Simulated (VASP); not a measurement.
A run of VASP 6.6.1 is set up as follows.

Contents of INCAR:

```
PREC = Accurate ; ENCUT = 500
EDIFF = 1E-6 ; ISMEAR = -1
SIGMA = 0.05 ; LREAL = False
LASPH = True ; NELM = 120
ALGO = Normal ; ISIF = 2
LWAVE = False ; LCHARG = True
GGA = PS ; LELF = True
LVHAR = True ; NBANDS = 36
GGA_COMPAT = False
```

The input KPOINTS:

```
regular mesh
0
Gamma
  7 7 7
```

POSCAR

```
ZnSiP2
1.0
   -2.7220586492      2.7220586492      5.2988547169
    2.7220586492     -2.7220586492      5.2988547169
    2.7220586492      2.7220586492     -5.2988547169
Zn P Si
2 4 2
Direct
    0.7500000000      0.2500000000      0.5000000000
    0.0000000000      0.0000000000      0.0000000000
    0.1423012000      0.6250000000      0.0173012000
    0.6076988000      0.1250000000      0.9826988000
    0.8750000000      0.8576988000      0.4826988000
    0.3750000000      0.3923012000      0.5173012000
    0.2500000000      0.7500000000      0.5000000000
    0.5000000000      0.5000000000      0.0000000000
```

Potentials or basis: VASP PAW PBE potentials, release 64 (Zn, P, Si).

The run is started by

```sh
$ cat potpaw_PBE.64/Zn/POTCAR potpaw_PBE.64/P/POTCAR potpaw_PBE.64/Si/POTCAR > POTCAR
$ mpirun -np 1 vasp_std > vasp.out
```

**Question.** What does it give for the largest force?

**Answer.** 0.057 eV/Å.

**Question.** Predict the band gap on the k mesh.

**Answer.** 1.27 eV.

**Question.** Predict the pressure.

**Answer.** -3.8 GPa.

Forces on the atoms (eV/Å):
```
Zn   0.000  0.000  0.000
Zn   0.000  0.000  0.000
P    0.000 -0.057  0.000
P    0.000  0.057  0.000
P    0.057  0.000  0.000
P   -0.057  0.000  0.000
Si   0.000  0.000  0.000
Si   0.000  0.000  0.000
```

Caveat: the cell stands under tension; the PAW data sets were made with another functional, which shifts forces and pressure a little. A k mesh can miss the band edges.
